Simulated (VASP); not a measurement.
Wanted: the native input for a VASP 6.6.1 run.

```
Task                   : relaxation of cell and atoms
Functional             : PBEsol
Potentials or basis    : VASP PAW PBE potentials, release 64 (B, As)
Cutoff                 : 500 eV
k mesh                 : 10 × 10 × 10
Occupations            : gaussian, width 0.02 eV
Spin                   : no spin polarisation
Dipole correction      : no
Further INCAR settings : ALGO = Normal; EDIFF = 1e-07; IBRION = 2; EDIFFG = -0.002; NSW = 100; ISIF = 3
```

The structure of BAs (sol) lies in POSCAR:

```
BAs
1.0
    0.0000000000      2.3885000000      2.3885000000
    2.3885000000      0.0000000000      2.3885000000
    2.3885000000      2.3885000000      0.0000000000
B As
1 1
Direct
    0.0000000000      0.0000000000      0.0000000000
    0.2500000000      0.2500000000      0.2500000000
```

One way to write it, as run:

INCAR

```
SYSTEM = BAs
PREC = Accurate
ENCUT = 500
EDIFF = 1E-7
ISMEAR = 0
SIGMA = 0.02
LREAL = .False.
LASPH = .True.
NELM = 120
ALGO = Normal
ISIF = 3
LWAVE = .False.
LCHARG = .False.
GGA = PS
IBRION = 2
NSW = 100
EDIFFG = -0.002
GGA_COMPAT = .False.
NELMIN = 4
```

KPOINTS

```
Automatic mesh
0
Gamma
  10 10 10
  0 0 0
```

Potentials or basis: VASP PAW PBE potentials, release 64 (B, As).

The run is started by

```bash
$ cat potpaw_PBE.64/B/POTCAR potpaw_PBE.64/As/POTCAR > POTCAR
$ mpirun -np 1 vasp_std > vasp.out
```

It gave:

The relaxed volume is 13.63 Å³/atom, the relaxed cell is a = 3.378 Å, b = 3.378 Å, c = 3.378 Å, α = 60.00°, β = 60.00°, γ = 60.00° and the space group after relaxing (to 0.05 Å) is F-43m (No. 216). The energy gained by relaxing is 0.0 meV/atom. The ionic steps are 3. The pressure after relaxing is 0.0 GPa and the band gap on the k mesh is 1.08 eV, indirect (least direct gap 3.24 eV).

Caveat: the PAW data sets were made with another functional, which shifts forces and pressure a little.

It took 17 s on 1 thread of Intel(R) Xeon(R) Platinum 8488C (Sapphire Rapids) (shared host), peak memory 0.16 GiB.
